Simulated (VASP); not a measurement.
# SiC (P3m1) in VASP: further runs

Runs on SiC. Level: r2SCAN. Tasks: single point.

Program: VASP 6.6.1. These are calculated values, not measurements. Logs are shortened: lines on timing, memory, paths and dates and some standing lists are left out, and cuts for length are marked.

### 1 The cell of the first run

The structure is trigonal, space group P3m1 (No. 156). The conventional cell has a = 3.076 Å, b = 3.076 Å, c = 11.596 Å, α = 90.00°, β = 90.00°, γ = 120.00°. Within 2.5 Å of Si (site symmetry 3m) lie 4 C at 1.87 to 1.94 Å. Si (site symmetry 3m) has 4 C at 1.87 to 1.94 Å within 2.5 Å. Within 2.5 Å of Si (site symmetry 3m) lie 3 C at 1.87 Å. Si (site symmetry 3m) has 4 C at 1.87 to 1.94 Å within 2.5 Å. C (site symmetry 3m) has 4 Si at 1.87 to 1.94 Å within 2.5 Å. C (site symmetry 3m) has 4 Si at 1.87 to 1.94 Å within 2.5 Å. C (site symmetry 3m) has 3 Si at 1.87 Å within 2.5 Å. Within 2.5 Å of C (site symmetry 3m) lie 4 Si at 1.87 to 1.94 Å.

### 2 Single point, r2SCAN

Input file POSCAR:

```
SiC
1.0
   -3.0759982064      0.0000000000      0.0000000000
   -1.5379991032     -2.6638925888      0.0000000000
    0.0000000000      0.0000000000     11.5960000000
Si C
4 4
Direct
    0.3333333333      0.3333333333      0.5691842014
    0.3333333333      0.3333333333      0.1338616764
    0.6666666667      0.6666666667      0.7868454640
    0.6666666667      0.6666666667      0.3515229389
    0.3333333333      0.3333333333      0.7367833736
    0.3333333333      0.3333333333      0.3014608486
    0.6666666667      0.6666666667      0.0837995861
    0.6666666667      0.6666666667      0.5191221111
```

Input file INCAR.step1:

```
SYSTEM = SiC
PREC = Accurate
ENCUT = 520
ISMEAR = 0
SIGMA = 0.05
LREAL = .FALSE.
LASPH = .TRUE.
NELM = 60
NBANDS = 26
GGA = PE
ALGO = Normal
EDIFF = 1E-4
LWAVE = .TRUE.
LCHARG = .FALSE.
```

Input file INCAR.step2:

```
SYSTEM = SiC
PREC = Accurate
ENCUT = 520
EDIFF = 1E-7
ISMEAR = 0
SIGMA = 0.05
LREAL = .FALSE.
LASPH = .TRUE.
NELM = 60
ALGO = Normal
ISIF = 2
LWAVE = .FALSE.
LCHARG = .FALSE.
METAGGA = R2SCAN
LMIXTAU = .TRUE.
NBANDS = 26
ISTART = 1
```

Input file KPOINTS:

```
regular mesh
0
G
  8 8 3
  0 0 0
```

Potentials or basis: VASP PAW PBE potentials, release 64 (Si, C).

On the command line:

```sh
$ cat potpaw_PBE.64/Si/POTCAR potpaw_PBE.64/C/POTCAR > POTCAR
$ cp INCAR.step1 INCAR
$ mpirun -np 1 vasp_std > vasp.out
$ cp INCAR.step2 INCAR
$ mpirun -np 1 vasp_std > vasp.out
```

OUTCAR:

```text
SYSTEM = SiC
   PREC = Accurate
   ENCUT = 520
   EDIFF = 1E-7
   ISMEAR = 0
   LREAL = .FALSE.
   LASPH = .TRUE.
   NELM = 60
   ISIF = 2
   METAGGA = R2SCAN
   ISTART = 1

 ion  position               nearest neighbor table
   1  0.333  0.333  0.569-   8 1.87   8 1.87   8 1.87   5 1.94   4 3.09   4 3.09   4 3.09   3 3.09
                             3 3.09   3 3.09
   2  0.333  0.333  0.134-   7 1.87   7 1.87   7 1.87   6 1.94   4 3.09   4 3.09   4 3.09
   3  0.667  0.667  0.787-   5 1.87   5 1.87   5 1.87   1 3.09   1 3.09   1 3.09
   4  0.667  0.667  0.352-   6 1.87   6 1.87   6 1.87   8 1.94   2 3.09   1 3.09   2 3.09   1 3.09
                             2 3.09   1 3.09
   5  0.333  0.333  0.737-   3 1.87   3 1.87   3 1.87   1 1.94
   6  0.333  0.333  0.301-   4 1.87   4 1.87   4 1.87   2 1.94
   7  0.667  0.667  0.084-   2 1.87   2 1.87   2 1.87
   8  0.667  0.667  0.519-   1 1.87   1 1.87   1 1.87   4 1.94

  LATTYP: Found a hexagonal cell.
 ALAT       =     3.0759982065
 C/A-ratio  =     3.7698331474

  Lattice vectors:

 A1 = (   1.5379991032,   2.6638925888,   0.0000000000)
 A2 = (  -3.0759982064,   0.0000000000,   0.0000000000)
 A3 = (   0.0000000000,   0.0000000000,  11.5960000000)

Analysis of symmetry for initial positions (statically):
=====================================================================
 Subroutine PRICEL returns:
 Original cell was already a primitive cell.

 Routine SETGRP: Setting up the symmetry group for a
 hexagonal supercell.

 Subroutine GETGRP returns: Found  6 space group operations
 (whereof  6 operations were pure point group operations)
 out of a pool of 24 trial point group operations.

The static configuration has the point symmetry C_3v.

Analysis of symmetry for dynamics (positions and initial velocities):
=====================================================================
 Subroutine PRICEL returns:
 Original cell was already a primitive cell.

 Routine SETGRP: Setting up the symmetry group for a
 hexagonal supercell.

 Subroutine GETGRP returns: Found  6 space group operations
 (whereof  6 operations were pure point group operations)
 out of a pool of 24 trial point group operations.

The dynamic configuration has the point symmetry C_3v.

 Subroutine INISYM returns: Found  6 space group operations
 (whereof  6 operations are pure point group operations),
 and found     1 'primitive' translations

----------------------------------------------------------------------------------------

                                     Primitive cell

  volume of cell :      95.0191

  direct lattice vectors                    reciprocal lattice vectors
    -3.075998206  0.000000000  0.000000000    -0.325097719  0.187695255  0.000000000
    -1.537999103 -2.663892589  0.000000000     0.000000000 -0.375390511  0.000000000
     0.000000000  0.000000000 11.596000000     0.000000000  0.000000000  0.086236633

  length of vectors
     3.075998206  3.075998206 11.596000000     0.375390511  0.375390511  0.086236633

  position of ions in fractional coordinates (direct lattice)
     0.333333333  0.333333333  0.569184201
     0.333333333  0.333333333  0.133861676
     0.666666667  0.666666667  0.786845464
     0.666666667  0.666666667  0.351522939
     0.333333333  0.333333333  0.736783374
     0.333333333  0.333333333  0.301460849
     0.666666667  0.666666667  0.083799586
     0.666666667  0.666666667  0.519122111

  ion indices of the primitive-cell ions
   primitive index   ion index
                 1           1
                 2           2
                 3           3
                 4           4
                 5           5
                 6           6
                 7           7
                 8           8

----------------------------------------------------------------------------------------

 KPOINTS: regular mesh

Automatic generation of k-mesh.
 Grid dimensions read from file:
 generate k-points for:    8    8    3

 Generating k-lattice:

  Cartesian coordinates                     Fractional coordinates (reciprocal lattice)
    -0.040637215  0.023461907  0.000000000     0.125000000  0.000000000  0.000000000
     0.000000000 -0.046923814  0.000000000     0.000000000  0.125000000  0.000000000
     0.000000000  0.000000000  0.028745544     0.000000000  0.000000000  0.333333333

  Length of vectors
     0.046923814  0.046923814  0.028745544

  Shift w.r.t. Gamma in fractional coordinates (k-lattice)
     0.000000000  0.000000000  0.000000000

 Subroutine IBZKPT returns following result:
 ===========================================

 Found     25 irreducible k-points:

 Following reciprocal coordinates:
            Coordinates               Weight
  0.000000  0.000000  0.000000      1.000000
  0.125000  0.000000  0.000000      6.000000
  0.250000  0.000000  0.000000      6.000000
  0.375000  0.000000  0.000000      6.000000
  0.500000  0.000000  0.000000      3.000000
  0.250000  0.125000  0.000000      6.000000
[... 16 lines left out ...]
  0.375000  0.500000  0.333333     12.000000
  0.500000  0.250000  0.333333     12.000000
   k-points           NKPTS =     25   k-points in BZ     NKDIM =     25   number of bands    NBANDS=     26
   number of dos      NEDOS =    301   number of ions     NIONS =      8
   total plane-waves  NPLWV =  51840
   dimension x,y,z NGX =    24 NGY =   24 NGZ =   90
   dimension x,y,z NGXF=    48 NGYF=   48 NGZF=  180
   ions per type =               4   4
   NGX,Y,Z   is equivalent  to a cutoff of  12.97, 12.97, 12.90 a.u.
   NGXF,Y,Z  is equivalent  to a cutoff of  25.94, 25.94, 25.81 a.u.
 SYSTEM =  SiC
   PREC   = accura    normal or accurate (medium, high low for compatibility)
   ISTART =      1    job   : 0-new  1-cont  2-samecut
   ICHARG =      0    charge: 1-file 2-atom 10-const
   ISPIN  =      1    spin polarized calculation?
   LNONCOLLINEAR =      F non collinear calculations
   LSORBIT =      F    spin-orbit coupling
   LASPH  =      T    aspherical Exc in radial PAW
   ENCUT  =  520.0 eV  38.22 Ry    6.18 a.u.   5.72  5.72 21.56*2*pi/ulx,y,z
   NELM   =     60;   NELMIN=  2; NELMDL=  0     # of ELM steps
   EDIFF  = 0.1E-06   stopping-criterion for ELM
   LREAL  =      F    real-space projection
   EDIFFG = 0.1E-05   stopping-criterion for IOM
   NSW    =      0    number of steps for IOM
   IBRION =     -1    ionic relax: 0-MD 1-quasi-New 2-CG
   NFREE  =      0    steps in history (QN), initial steepest desc. (CG)
   ISIF   =      2    stress and relaxation
   ISYM   =      2    0-nonsym 1-usesym 2-fastsym
   POTIM  = 0.5000    time-step for ionic-motion
   TEBEG  =    0.0;   TEEND  =   0.0 temperature during run
   PSTRESS=    0.0 pullay stress
   NELECT =      32.0000    total number of electrons
   NUPDOWN=      -1.0000    fix difference up-down
   EMIN   =  10.00;   EMAX   =-10.00  energy-range for DOS
   EFERMI =   0.00;   METHOD = LEGACY
   ISMEAR =     0;   SIGMA  =   0.05  broadening in eV -4-tet -1-fermi 0-gaus
   EFERMI_NEDOS =   21; number of points for ismear=-14 and -15
   IALGO  =     38    algorithm
   IMIX   =      4    mixing-type and parameters
     AMIX     =   0.40;   BMIX     =  1.00
     AMIX_MAG =   1.60;   BMIX_MAG =  1.00
  volume/ion in A,a.u.               =      11.88        80.15
  Fermi-wavevector in a.u.,A,eV,Ry     =   1.138993  2.152385 17.650915  1.297306
  Thomas-Fermi vector in A             =   2.275697
   LORBIT       =      0    0 simple, 1 ext, 2 COOP (PROOUT), +10 PAW based schemes
   METAGGA = R2SCAN    functional components
   LHFCALC =     F    Hartree Fock is set to
   AEXX    =    0.0000 exact exchange contribution
   IVDW    =     0    specifies the selected vdW correction
   LEPSILON=     F    determine dielectric tensor
   LRPA    =     F    only Hartree local field effects (RPA)
 non-spin polarized calculation
 Gauss-broadening in eV      SIGMA  =   0.05
  energy-cutoff  :      520.00
  volume of cell :       95.02
 maximum number of plane-waves:      2575
   NGX = 11   NGY = 11   NGZ = 43

 number of electron      32.0000000 magnetization

 Free energy of the ion-electron system (eV)
  ---------------------------------------------------
  ext. energy  EPLUGINS =         0.00000000
  ---------------------------------------------------
  free energy    TOTEN  =       -73.97754260 eV

  energy without entropy =      -73.97754260  energy(sigma->0) =      -73.97754260

 E-fermi :   7.3469     XC(G=0): -11.1376

 val. band max:        7.1098332901   @ k =   0.0000   0.0000   0.0000
 cond. band min:       7.6526689474   @ k =   0.5000   0.0000   0.3333
 fundamental gap:      0.5428356574
 Fermi energy:         7.3468870113

 k-point     1 :       0.0000    0.0000    0.0000
  band No.  band energies     occupation
      1     -10.2503      2.00000
      2      -9.1810      2.00000
      3      -8.0159      2.00000
      4      -6.2593      2.00000
      5      -2.0345      2.00000
      6       0.7051      2.00000
[... 18 lines left out ...]
     25      14.1899      0.00000
     26      14.6682      0.00000

 k-point     2 :       0.1250    0.0000    0.0000
  band No.  band energies     occupation
      1      -9.9731      2.00000
      2      -8.9096      2.00000
      3      -7.7538      2.00000
      4      -5.9984      2.00000
      5      -1.7967      2.00000
      6       0.8492      2.00000
[... 18 lines left out ...]
     25      14.5739      0.00000
     26      14.8597      0.00000

 k-point     3 :       0.2500    0.0000    0.0000
  band No.  band energies     occupation
      1      -9.1635      2.00000
      2      -8.1224      2.00000
      3      -7.0040      2.00000
      4      -5.2532      2.00000
      5      -1.2302      2.00000
      6       0.2750      2.00000
[... 18 lines left out ...]
     25      14.9256      0.00000
     26      15.8276      0.00000

 k-point     4 :       0.3750    0.0000    0.0000
  band No.  band energies     occupation
      1      -7.9321      2.00000
      2      -6.9616      2.00000
      3      -5.9791      2.00000
      4      -4.2494      2.00000
      5      -2.0790      2.00000
      6      -1.3971      2.00000
[... 18 lines left out ...]
     25      14.5371      0.00000
     26      16.0342      0.00000

 k-point     5 :       0.5000    0.0000    0.0000
  band No.  band energies     occupation
      1      -6.9690      2.00000
      2      -6.2036      2.00000
      3      -5.5494      2.00000
      4      -3.8282      2.00000
      5      -2.8835      2.00000
      6      -2.2808      2.00000
[... 18 lines left out ...]
     25      14.4457      0.00000
     26      15.3576      0.00000

 k-point     6 :       0.2500    0.1250    0.0000
  band No.  band energies     occupation
      1      -9.4289      2.00000
      2      -8.3793      2.00000
      3      -7.2463      2.00000
      4      -5.4936      2.00000
      5      -1.3740      2.00000
      6       0.7882      2.00000
[... 427 lines left out ...]
 k-point    21 :       0.2500    0.3750    0.3333
  band No.  band energies     occupation
      1      -8.3934      2.00000
      2      -7.3984      2.00000
      3      -6.3116      2.00000
      4      -4.6066      2.00000
      5      -1.2638      2.00000
      6      -0.5805      2.00000
[... 18 lines left out ...]
     25      15.0985      0.00000
     26      15.5249      0.00000

 k-point    22 :       0.5000    0.1250    0.3333
  band No.  band energies     occupation
      1      -7.1235      2.00000
      2      -6.2835      2.00000
      3      -5.5129      2.00000
      4      -3.7905      2.00000
      5      -2.5213      2.00000
      6      -1.9143      2.00000
[... 18 lines left out ...]
     25      14.8028      0.00000
     26      15.1752      0.00000

 k-point    23 :       0.3750    0.5000    0.3333
  band No.  band energies     occupation
      1      -7.1234      2.00000
      2      -6.2837      2.00000
      3      -5.5127      2.00000
      4      -3.7908      2.00000
      5      -2.5208      2.00000
      6      -1.9170      2.00000
[... 18 lines left out ...]
     25      14.6565      0.00000
     26      15.2516      0.00000

 k-point    24 :       0.5000    0.2500    0.3333
  band No.  band energies     occupation
      1      -7.2488      2.00000
      2      -6.3644      2.00000
      3      -5.5055      2.00000
      4      -3.7814      2.00000
      5      -1.8969      2.00000
      6      -1.3613      2.00000
[... 18 lines left out ...]
     25      15.1428      0.00000
     26      15.9341      0.00000

 [... further k-points ...]
[... 5 lines left out ...]
  --------------------------------------------------------------------------------------
  -------------------------------------------------------------------------------------
  Total        0.7986200      0.7986200     -6.7466305     -0.0000000     -0.0000000      0.0000000
  in kB       13.4660367     13.4660367   -113.7591956     -0.0000000     -0.0000000      0.0000000
  external PRESSURE =     -28.9423741 kB  Pullay stress =       0.0000000 kB

 VOLUME and BASIS-vectors are now :
 -----------------------------------------------------------------------------
  energy-cutoff  :      520.00
  volume of cell :       95.02
      direct lattice vectors                 reciprocal lattice vectors
    -3.075998206  0.000000000  0.000000000    -0.325097719  0.187695255  0.000000000
    -1.537999103 -2.663892589  0.000000000     0.000000000 -0.375390511  0.000000000
     0.000000000  0.000000000 11.596000000     0.000000000  0.000000000  0.086236633

 POSITION                                       TOTAL-FORCE (eV/Angst)
 -----------------------------------------------------------------------------------
     -1.53800     -0.88796      6.60026         0.000000      0.000000     -0.018097
     -1.53800     -0.88796      1.55226        -0.000000     -0.000000     -2.370361
     -3.07600     -1.77593      9.12426         0.000000     -0.000000      1.162376
     -3.07600     -1.77593      4.07626         0.000000      0.000000     -0.104082
     -1.53800     -0.88796      8.54374        -0.000000     -0.000000      0.423309
     -1.53800     -0.88796      3.49574        -0.000000      0.000000      0.221388
     -3.07600     -1.77593      0.97174        -0.000000     -0.000000      0.773763
     -3.07600     -1.77593      6.01974        -0.000000     -0.000000     -0.088296
 -----------------------------------------------------------------------------------
    total drift:                                0.000000      0.000000     -0.000483

  FREE ENERGIE OF THE ION-ELECTRON SYSTEM (eV)
  ---------------------------------------------------
  free  energy   TOTEN  =       -73.9775426022 eV

  energy  without entropy=      -73.9775426022  energy(sigma->0) =      -73.97754260
```

It took 1.7 min on 1 thread of Intel Xeon 6975P-C (Granite Rapids), shared host; peak memory 0.23 GiB.

Results:

| Property | Result |
| --- | --- |
| Free energy | -73.9775 eV |
| Pressure | -2.9 GPa |
| Largest force | 2.370 eV/Å |
| Band gap on the k mesh | 0.54 eV, indirect (least direct gap 1.07 eV) |

Forces on the atoms (eV/Å):
```
Si   0.000  0.000 -0.018
Si   0.000  0.000 -2.370
Si   0.000  0.000  1.162
Si   0.000  0.000 -0.104
C    0.000  0.000  0.423
C    0.000  0.000  0.221
C    0.000  0.000  0.774
C    0.000  0.000 -0.088
```

Stress tensor (GPa, compression positive):
```
  1.35   0.00   0.00
  0.00   1.35   0.00
  0.00   0.00 -11.38
```

Levels at points of the mesh, in eV from the valence-band top:
| k point | band 13 | band 14 | band 15 | band 16 | band 17 | band 18 | band 19 | band 20 |
| --- | --- | --- | --- | --- | --- | --- | --- | --- |
| (0.00, 0.00, 0.00) | -1.44 | -0.49 | 0.00 | 0.00 | 1.07 | 4.35 | 5.35 | 5.97 |
| (0.50, 0.00, 0.00) | -3.30 | -3.05 | -1.60 | -0.80 | 0.54 | 2.17 | 2.97 | 3.63 |

Caveat: the PAW data sets were made with another functional, which shifts forces and pressure a little. r2SCAN opens gaps a little over a GGA but as a rule still falls short of measured ones.

### 3 Single point, r2SCAN

This run uses another cell than the first one, of 12.39 Å³/atom, 1.043 times its volume.

Input file POSCAR:

```
SiC
1.0
   -3.0759982064      0.0000000000      0.0000000000
   -1.5379991032     -2.6638925888      0.0000000000
    0.0000000000      0.0000000000     12.0960000000
Si C
4 4
Direct
    0.3333333333      0.3333333333      0.5456564153
    0.3333333333      0.3333333333      0.1283283730
    0.6666666667      0.6666666667      0.7543204365
    0.6666666667      0.6666666667      0.3369923942
    0.3333333333      0.3333333333      0.7063277116
    0.3333333333      0.3333333333      0.2889996693
    0.6666666667      0.6666666667      0.0803356481
    0.6666666667      0.6666666667      0.4976636905
```

Input file INCAR.step1:

```
ALGO = Normal ; EDIFF = 1E-4
ENCUT = 520 ; GGA = PE
ISMEAR = 0 ; LASPH = True
LCHARG = False ; LREAL = False
LWAVE = True ; NBANDS = 26
NELM = 80 ; PREC = Accurate
SIGMA = 0.05
```

Input file INCAR.step2:

```
ALGO = Normal ; EDIFF = 1E-7
ENCUT = 520 ; ISIF = 2
ISMEAR = 0 ; ISTART = 1
LASPH = True ; LCHARG = True
LELF = True ; LMIXTAU = True
LREAL = False ; LVHAR = True
LWAVE = False ; METAGGA = R2SCAN
NBANDS = 26 ; NELM = 80
PREC = Accurate ; SIGMA = 0.05
```

Input file KPOINTS:

```
k-points
0
Gamma
  8 8 3
```

Potentials or basis: VASP PAW PBE potentials, release 64 (Si, C).

On the command line:

```sh
$ cat potpaw_PBE.64/Si/POTCAR potpaw_PBE.64/C/POTCAR > POTCAR
$ cp INCAR.step1 INCAR
$ mpirun -np 1 vasp_std > vasp.out
$ cp INCAR.step2 INCAR
$ mpirun -np 1 vasp_std > vasp.out
```

Run time: 2.4 min. Hardware: 1 thread of Intel Xeon 6975P-C (Granite Rapids), shared host; peak memory 0.25 GiB.

The run converged. Its results:

```
Free energy            : -73.3703 eV
Pressure               : -1.8 GPa
Largest force          : 2.544 eV/Å
Band gap on the k mesh : 0.13 eV, indirect (least direct gap 0.38 eV)
```

Forces on the atoms (eV/Å):
```
Si   0.000  0.000 -0.076
Si   0.000  0.000 -2.544
Si   0.000  0.000  0.572
Si   0.000  0.000 -0.172
C    0.000  0.000  0.466
C    0.000  0.000  0.334
C    0.000  0.000  1.486
C    0.000  0.000 -0.066
```

Stress tensor (GPa, compression positive):
```
 1.39  0.00  0.00
 0.00  1.39  0.00
 0.00  0.00 -8.06
```

Levels at points of the mesh, in eV from the valence-band top:
| k point | band 14 | band 15 | band 16 | band 17 | band 18 | band 19 |
| --- | --- | --- | --- | --- | --- | --- |
| (0.00, 0.00, 0.00) | -0.46 | -0.01 | -0.01 | 0.50 | 4.25 | 5.26 |
| (0.50, 0.00, 0.00) | -3.13 | -1.61 | -0.53 | 0.13 | 2.08 | 2.88 |

Caveat: the PAW data sets were made with another functional, which shifts forces and pressure a little. A k mesh can miss the band edges.
